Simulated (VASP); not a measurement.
# Ti (P6_3/mmc) in VASP: a series of runs

The runs below take Ti through single point, with PBE.

Program: VASP 6.6.1. These are calculated values, not measurements. Logs are shortened: lines on timing, memory, paths and dates and some standing lists are left out, and cuts for length are marked.

## 1. The cell of the first run

It takes space group P6_3/mmc (No. 194, hexagonal). Conventional cell: a = 2.950 Å, b = 2.950 Å, c = 4.680 Å, α = 90.00°, β = 90.00°, γ = 120.00°. Within 3.8 Å of Ti (site symmetry -6m2) lie 12 Ti at 2.89 to 2.95 Å.

## 2. Single point, PBE, collinear spin, ferromagnetic start

File INCAR:

```
SYSTEM = Ti
  ALGO = Normal
  EDIFF = 1E-6
  ENCUT = 520
  GGA = PE
  ISIF = 2
  ISMEAR = -1
  ISPIN = 2
  LASPH = .TRUE.
  LCHARG = .FALSE.
  LMAXMIX = 4
  LORBIT = 11
  LREAL = .FALSE.
  LWAVE = .FALSE.
  MAGMOM = 1 1
  NBANDS = 23
  NELM = 150
  PREC = Accurate
  SIGMA = 0.05
```

File KPOINTS:

```
k-points
0
G
  13 13 7
  0 0 0
```

File POSCAR:

```
Ti
1.0
    2.9500000000      0.0000000000      0.0000000000
   -1.4750000000      2.5547749412      0.0000000000
    0.0000000000      0.0000000000      4.6800000000
Ti
2
Direct
    0.3333333333      0.6666666667      0.2500000000
    0.6666666667      0.3333333333      0.7500000000
```

Potentials or basis: VASP PAW PBE potentials, release 64 (Ti_sv).

Command:

```console
cat potpaw_PBE.64/Ti_sv/POTCAR > POTCAR
mpirun -np 1 vasp_std > vasp.out
```

OUTCAR:

```text
SYSTEM = Ti
   EDIFF = 1E-6
   ENCUT = 520
   GGA = PE
   ISIF = 2
   ISMEAR = -1
   ISPIN = 2
   LASPH = .TRUE.
   LORBIT = 11
   LREAL = .FALSE.
   NELM = 150
   PREC = Accurate

 ion  position               nearest neighbor table
   1  0.333  0.667  0.250-   2 2.89   2 2.89   2 2.89   2 2.89   2 2.89   2 2.89
   2  0.667  0.333  0.750-   1 2.89   1 2.89   1 2.89   1 2.89   1 2.89   1 2.89

  LATTYP: Found a hexagonal cell.
 ALAT       =     2.9500000000
 C/A-ratio  =     1.5864406780

  Lattice vectors:

 A1 = (   2.9500000000,   0.0000000000,   0.0000000000)
 A2 = (  -1.4750000000,   2.5547749412,   0.0000000000)
 A3 = (   0.0000000000,   0.0000000000,   4.6800000000)

Analysis of symmetry for initial positions (statically):
=====================================================================
 Subroutine PRICEL returns:
 Original cell was already a primitive cell.

 Routine SETGRP: Setting up the symmetry group for a
 hexagonal supercell.

 Subroutine GETGRP returns: Found 24 space group operations
 (whereof 12 operations were pure point group operations)
 out of a pool of 24 trial point group operations.

The static configuration has the point symmetry D_3d.
 The point group associated with its full space group is D_6h.

Analysis of symmetry for dynamics (positions and initial velocities):
=====================================================================
 Subroutine PRICEL returns:
 Original cell was already a primitive cell.

 Routine SETGRP: Setting up the symmetry group for a
 hexagonal supercell.

 Subroutine GETGRP returns: Found 24 space group operations
 (whereof 12 operations were pure point group operations)
 out of a pool of 24 trial point group operations.

The dynamic configuration has the point symmetry D_3d.
 The point group associated with its full space group is D_6h.

Analysis of structural, dynamic, and magnetic symmetry:
=====================================================================
 Subroutine PRICEL returns:
 Original cell was already a primitive cell.

 Routine SETGRP: Setting up the symmetry group for a
 hexagonal supercell.

 Subroutine GETGRP returns: Found 24 space group operations
 (whereof 12 operations were pure point group operations)
 out of a pool of 24 trial point group operations.

The overall configuration has the point symmetry D_3d.
 The point group associated with its full space group is D_6h.

 Subroutine INISYM returns: Found 24 space group operations
 (whereof 12 operations are pure point group operations),
 and found     1 'primitive' translations

----------------------------------------------------------------------------------------

                                     Primitive cell

  volume of cell :      35.2712

  direct lattice vectors                    reciprocal lattice vectors
     2.950000000  0.000000000  0.000000000     0.338983051  0.195711956  0.000000000
    -1.475000000  2.554774941  0.000000000     0.000000000  0.391423911  0.000000000
     0.000000000  0.000000000  4.680000000     0.000000000  0.000000000  0.213675214

  length of vectors
     2.950000000  2.950000000  4.680000000     0.391423911  0.391423911  0.213675214

  position of ions in fractional coordinates (direct lattice)
     0.333333333  0.666666667  0.250000000
     0.666666667  0.333333333  0.750000000

  ion indices of the primitive-cell ions
   primitive index   ion index
                 1           1
                 2           2

----------------------------------------------------------------------------------------

 KPOINTS: k-points

Automatic generation of k-mesh.
 Grid dimensions read from file:
 generate k-points for:   13   13    7

 Generating k-lattice:

  Cartesian coordinates                     Fractional coordinates (reciprocal lattice)
     0.026075619  0.015054766  0.000000000     0.076923077 -0.000000000  0.000000000
     0.000000000  0.030109532  0.000000000     0.000000000  0.076923077  0.000000000
     0.000000000  0.000000000  0.030525031     0.000000000  0.000000000  0.142857143

  Length of vectors
     0.030109532  0.030109532  0.030525031

  Shift w.r.t. Gamma in fractional coordinates (k-lattice)
     0.000000000  0.000000000  0.000000000

 Subroutine IBZKPT returns following result:
 ===========================================

 Found     84 irreducible k-points:

 Following reciprocal coordinates:
            Coordinates               Weight
  0.000000  0.000000  0.000000      1.000000
  0.076923  0.000000  0.000000      6.000000
  0.153846  0.000000  0.000000      6.000000
  0.230769  0.000000  0.000000      6.000000
  0.307692  0.000000  0.000000      6.000000
  0.384615 -0.000000  0.000000      6.000000
[... 16 lines left out ...]
  0.076923  0.000000  0.142857     12.000000
  0.153846  0.000000  0.142857     12.000000
 [... further k-points ...]
   k-points           NKPTS =     84   k-points in BZ     NKDIM =     84   number of bands    NBANDS=     23
   number of dos      NEDOS =    301   number of ions     NIONS =      2
   total plane-waves  NPLWV =  20736
   dimension x,y,z NGX =    24 NGY =   24 NGZ =   36
   dimension x,y,z NGXF=    48 NGYF=   48 NGZF=   72
   ions per type =               2
   NGX,Y,Z   is equivalent  to a cutoff of  13.53, 13.53, 12.79 a.u.
   NGXF,Y,Z  is equivalent  to a cutoff of  27.05, 27.05, 25.58 a.u.
 SYSTEM =  Ti
   PREC   = accura    normal or accurate (medium, high low for compatibility)
   ISTART =      0    job   : 0-new  1-cont  2-samecut
   ICHARG =      2    charge: 1-file 2-atom 10-const
   ISPIN  =      2    spin polarized calculation?
   LNONCOLLINEAR =      F non collinear calculations
   LSORBIT =      F    spin-orbit coupling
   LASPH  =      T    aspherical Exc in radial PAW
   ENCUT  =  520.0 eV  38.22 Ry    6.18 a.u.   5.49  5.49  8.70*2*pi/ulx,y,z
   NELM   =    150;   NELMIN=  2; NELMDL= -5     # of ELM steps
   EDIFF  = 0.1E-05   stopping-criterion for ELM
   LREAL  =      F    real-space projection
   EDIFFG = 0.1E-04   stopping-criterion for IOM
   NSW    =      0    number of steps for IOM
   IBRION =     -1    ionic relax: 0-MD 1-quasi-New 2-CG
   NFREE  =      0    steps in history (QN), initial steepest desc. (CG)
   ISIF   =      2    stress and relaxation
   ISYM   =      2    0-nonsym 1-usesym 2-fastsym
   POTIM  = 0.5000    time-step for ionic-motion
   TEBEG  =    0.0;   TEEND  =   0.0 temperature during run
   PSTRESS=    0.0 pullay stress
   NELECT =      24.0000    total number of electrons
   NUPDOWN=      -1.0000    fix difference up-down
   EMIN   =  10.00;   EMAX   =-10.00  energy-range for DOS
[... 5 lines left out ...]
     AMIX     =   0.40;   BMIX     =  1.00
     AMIX_MAG =   1.60;   BMIX_MAG =  1.00
  volume/ion in A,a.u.               =      17.64       119.01
  Fermi-wavevector in a.u.,A,eV,Ry     =   1.439920  2.721055 28.209912  2.073370
  Thomas-Fermi vector in A             =   2.558722
   LORBIT       =     11    0 simple, 1 ext, 2 COOP (PROOUT), +10 PAW based schemes
   GGA     = PE    functional components
   LHFCALC =     F    Hartree Fock is set to
   AEXX    =    0.0000 exact exchange contribution
   IVDW    =     0    specifies the selected vdW correction
   LEPSILON=     F    determine dielectric tensor
   LRPA    =     F    only Hartree local field effects (RPA)
 spin polarized calculation
  energy-cutoff  :      520.00
  volume of cell :       35.27
 maximum number of plane-waves:       975
 NGX is ok and might be reduce to    24
   NGX = 11   NGY = 11   NGZ = 17

 number of electron      24.0000002 magnetization      -0.0025809

 number of electron      24.0000002 magnetization       0.0001630

 Free energy of the ion-electron system (eV)
  ---------------------------------------------------
  ext. energy  EPLUGINS =         0.00000000
  ---------------------------------------------------
  free energy    TOTEN  =       -15.67702076 eV

  energy without entropy =      -15.65877266  energy(sigma->0) =      -15.66789671

 E-fermi :   8.1806     XC(G=0): -11.4257

 val. band max:        8.1688244894   @ k =   0.3077   0.2308   0.4286
 cond. band min:       8.1873804921   @ k =   0.0769   0.0769   0.4286
 fundamental gap:      0.0185560027
 Fermi energy:         8.1805890699

 spin component 1

 k-point     1 :       0.0000    0.0000    0.0000
  band No.  band energies     occupation
      1     -48.7109      1.00000
      2     -48.5832      1.00000
      3     -25.2807      1.00000
      4     -24.6668      1.00000
      5     -24.6668      1.00000
      6     -24.6094      1.00000
[... 15 lines left out ...]
     22      22.6772      0.00000
     23      25.3029      0.00000

 k-point     2 :       0.0769    0.0000    0.0000
  band No.  band energies     occupation
      1     -48.7054      1.00000
      2     -48.5811      1.00000
      3     -25.2684      1.00000
      4     -24.6922      1.00000
      5     -24.6753      1.00000
      6     -24.6146      1.00000
[... 15 lines left out ...]
     22      22.6270      0.00000
     23      24.8019      0.00000

 k-point     3 :       0.1538    0.0000    0.0000
  band No.  band energies     occupation
      1     -48.6900      1.00000
      2     -48.5752      1.00000
      3     -25.2329      1.00000
      4     -24.7627      1.00000
      5     -24.6981      1.00000
      6     -24.6698      1.00000
[... 15 lines left out ...]
     22      21.6912      0.00000
     23      24.1355      0.00000
[... 495 lines left out ...]
 k-point    23 :       0.0769    0.0000    0.1429
  band No.  band energies     occupation
      1     -48.6993      1.00000
      2     -48.5873      1.00000
      3     -25.2379      1.00000
      4     -24.6869      1.00000
      5     -24.6703      1.00000
      6     -24.6564      1.00000
[... 15 lines left out ...]
     22      22.4798      0.00000
     23      24.5823      0.00000

 k-point    24 :       0.1538    0.0000    0.1429
  band No.  band energies     occupation
      1     -48.6844      1.00000
      2     -48.5810      1.00000
      3     -25.2074      1.00000
      4     -24.7557      1.00000
      5     -24.7076      1.00000
      6     -24.6925      1.00000
[... 15 lines left out ...]
     22      21.7321      0.00000
     23      23.8803      0.00000

 [... further k-points ...]

 spin component 2

 k-point     1 :       0.0000    0.0000    0.0000
  band No.  band energies     occupation
      1     -48.7108      1.00000
      2     -48.5831      1.00000
      3     -25.2806      1.00000
      4     -24.6667      1.00000
      5     -24.6667      1.00000
      6     -24.6092      1.00000
[... 15 lines left out ...]
     22      22.6774      0.00000
     23      25.3017      0.00000

 k-point     2 :       0.0769    0.0000    0.0000
  band No.  band energies     occupation
      1     -48.7053      1.00000
      2     -48.5809      1.00000
      3     -25.2682      1.00000
      4     -24.6921      1.00000
      5     -24.6752      1.00000
      6     -24.6144      1.00000
[... 15 lines left out ...]
     22      22.6271      0.00000
     23      24.8020      0.00000

 k-point     3 :       0.1538    0.0000    0.0000
  band No.  band energies     occupation
      1     -48.6898      1.00000
      2     -48.5751      1.00000
      3     -25.2327      1.00000
      4     -24.7626      1.00000
      5     -24.6980      1.00000
      6     -24.6698      1.00000
[... 15 lines left out ...]
     22      21.6912      0.00000
     23      24.1324      0.00000
[... 495 lines left out ...]
 k-point    23 :       0.0769    0.0000    0.1429
  band No.  band energies     occupation
      1     -48.6992      1.00000
      2     -48.5871      1.00000
      3     -25.2377      1.00000
      4     -24.6868      1.00000
      5     -24.6702      1.00000
      6     -24.6562      1.00000
[... 15 lines left out ...]
     22      22.4799      0.00000
     23      24.5823      0.00000

 k-point    24 :       0.1538    0.0000    0.1429
  band No.  band energies     occupation
      1     -48.6842      1.00000
      2     -48.5808      1.00000
      3     -25.2073      1.00000
      4     -24.7556      1.00000
      5     -24.7075      1.00000
      6     -24.6924      1.00000
[... 15 lines left out ...]
     22      21.7322      0.00000
     23      23.8804      0.00000

 [... further k-points ...]
[... 5 lines left out ...]
  --------------------------------------------------------------------------------------
  -------------------------------------------------------------------------------------
  Total       -0.3583060     -0.3583060     -0.4154012      0.0000000      0.0000000      0.0000000
  in kB      -16.2758669    -16.2758669    -18.8693875      0.0000000      0.0000000      0.0000000
  external PRESSURE =     -17.1403738 kB  Pullay stress =       0.0000000 kB

 VOLUME and BASIS-vectors are now :
 -----------------------------------------------------------------------------
  energy-cutoff  :      520.00
  volume of cell :       35.27
      direct lattice vectors                 reciprocal lattice vectors
     2.950000000  0.000000000  0.000000000     0.338983051  0.195711956  0.000000000
    -1.475000000  2.554774941  0.000000000     0.000000000  0.391423911  0.000000000
     0.000000000  0.000000000  4.680000000     0.000000000  0.000000000  0.213675214

 POSITION                                       TOTAL-FORCE (eV/Angst)
 -----------------------------------------------------------------------------------
     -0.00000      1.70318      1.17000        -0.000000      0.000000      0.000000
      1.47500      0.85159      3.51000         0.000000     -0.000000      0.000000
 -----------------------------------------------------------------------------------
    total drift:                               -0.000000      0.000000     -0.000000

  FREE ENERGIE OF THE ION-ELECTRON SYSTEM (eV)
  ---------------------------------------------------
  free  energy   TOTEN  =       -15.6770207555 eV

  energy  without entropy=      -15.6587726646  energy(sigma->0) =      -15.66789671

 total charge

# of ion       s       p       d       tot
------------------------------------------
    1        2.246   6.118   1.868  10.232
    2        2.246   6.118   1.868  10.232
--------------------------------------------------
tot          4.493  12.236   3.736  20.465

 magnetization (x)

# of ion       s       p       d       tot
------------------------------------------
    1       -0.000   0.000   0.000   0.000
    2       -0.000   0.000   0.000   0.000
--------------------------------------------------
tot         -0.000   0.000   0.000   0.000
```

Wall time 4.5 min (1 thread of AMD EPYC 7R13, shared host); peak memory 0.2 GiB.

Results:

- Free energy: -15.6770 eV
- Pressure: -1.7 GPa
- Band gap on the k mesh: zero (filled and empty bands overlap)
- Net moment: 0.00 μB per cell
- Valence electrons inside the program's atomic spheres: Ti 10.23

Stress tensor (GPa, compression positive):
```
-1.63  0.00  0.00
 0.00 -1.63  0.00
 0.00  0.00 -1.89
```

## 3. Single point, PBE, collinear spin, ferromagnetic start

File INCAR:

```
SYSTEM = Ti
PREC = Accurate
ENCUT = 520
EDIFF = 1E-7
ISMEAR = -1
SIGMA = 0.05
LREAL = .False.
LASPH = .True.
NELM = 150
ALGO = Normal
ISIF = 2
LWAVE = .False.
LCHARG = .False.
ISPIN = 2
MAGMOM = 0.5 0.5
LORBIT = 11
NUPDOWN = 1.0
LMAXMIX = 4
GGA = PE
NBANDS = 23
```

File KPOINTS:

```
Automatic mesh
0
Gamma
  13 13 7
  0 0 0
```

POSCAR is that of step 2.

Potentials or basis: VASP PAW PBE potentials, release 64 (Ti_sv).

Command:

```console
cat potpaw_PBE.64/Ti_sv/POTCAR > POTCAR
mpirun -np 1 vasp_std > vasp.out
```

Wall time 5 min (1 thread of AMD EPYC 7R13, shared host); peak memory 0.2 GiB.

It converged, with:

* Free energy: -15.5395 eV
* Pressure: -0.8 GPa
* Net moment: 1.00 μB per cell
* Site moments: Ti +0.36 μB
* Valence electrons inside the program's atomic spheres: Ti 10.24

Stress tensor (GPa, compression positive):
```
-1.02  0.00  0.00
 0.00 -1.02  0.00
 0.00  0.00 -0.35
```

Caveat: the total moment is fixed, so each spin has its own Fermi level.
